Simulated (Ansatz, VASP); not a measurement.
## Two plane-wave programs on BaCu3

Contents of POSCAR:

```
BaCu3
1.0
    4.4499736190      0.0000000000      0.0000000000
    0.0000000000      4.4499736190      0.0000000000
    0.0000000000      0.0000000000      4.4499736190
Ba Cu
1 3
Direct
    0.0000000000      0.0000000000      0.0000000000
    0.0000000000      0.5000000000      0.5000000000
    0.5000000000      0.5000000000      0.0000000000
    0.5000000000      0.0000000000      0.5000000000
```

File INCAR.step1:

```
SYSTEM = BaCu3
PREC = Accurate ; ENCUT = 520
ISMEAR = 0 ; SIGMA = 0.05
LREAL = .FALSE. ; LASPH = .TRUE.
NELM = 60 ; NBANDS = 30
GGA = PE ; ALGO = Normal
EDIFF = 1E-4 ; LWAVE = .TRUE.
LCHARG = .FALSE.
```

Contents of INCAR.step2:

```
SYSTEM = BaCu3
PREC = Accurate ; ENCUT = 520
EDIFF = 1E-6 ; ISMEAR = 0
SIGMA = 0.05 ; LREAL = .FALSE.
LASPH = .TRUE. ; NELM = 60
ALGO = Normal ; ISIF = 2
LWAVE = .FALSE. ; LCHARG = .TRUE.
METAGGA = R2SCAN ; LMIXTAU = .TRUE.
LELF = .TRUE. ; LVHAR = .TRUE.
NBANDS = 30 ; ISTART = 1
```

The input KPOINTS:

```
regular mesh
0
G
  8 8 8
  0 0 0
```

Input for Ansatz:

```yaml
crystal:
  lattice:
    - [4.449973619, 0.0, 0.0]
    - [0.0, 4.449973619, 0.0]
    - [0.0, 0.0, 4.449973619]
  atoms:
    - { symbol: Ba, position: [0.0, 0.0, 0.0] }
    - { symbol: Cu, position: [0.0, 0.5, 0.5] }
    - { symbol: Cu, position: [0.5, 0.5, 0.0] }
    - { symbol: Cu, position: [0.5, 0.0, 0.5] }
basis:
  ecutwfc: 500
  ecutrho_ratio: 4
kpoints:
  mp_grid: { grid: [8, 8, 8] }
hamiltonian:
  xc: r2scan
scf:
  occupations: { method: gaussian, width: 0.05 }
output:
  forces: true
  stress: true
  eigenvalues: true
  populations: true
  write_density: true
  write_potential: true
  elf: true
  volumetric_format: npy
```

Alike in both runs: task single point; functional r2SCAN; k mesh 8 × 8 × 8; occupations gaussian, width 0.05 eV; no spin polarisation.

|  | VASP | Ansatz |
| --- | --- | --- |
| version | VASP 6.6.1 | Ansatz 0.2.0 |
| potentials or method | VASP PAW PBE potentials, release 64 (Ba_sv, Cu), cutoff 520 eV | scalar-relativistic, plane waves, PAW |
| valence electrons in the cell | 43 | 67 |

```csv
,VASP,Ansatz,Ansatz less VASP
gap on the k mesh at the Fermi level (eV),none,none,-
pressure (GPa),-0.3,-1.1,-0.79
```

VASP's potentials were made for PBE, not for r2SCAN. A gap of «none» marks a metal or a gap that the smearing closes. VASP's potentials hold 43 valence electrons a cell and Ansatz's 67, so a difference there can come from the potentials and not from the codes.

Neither program's run includes spin-orbit coupling.
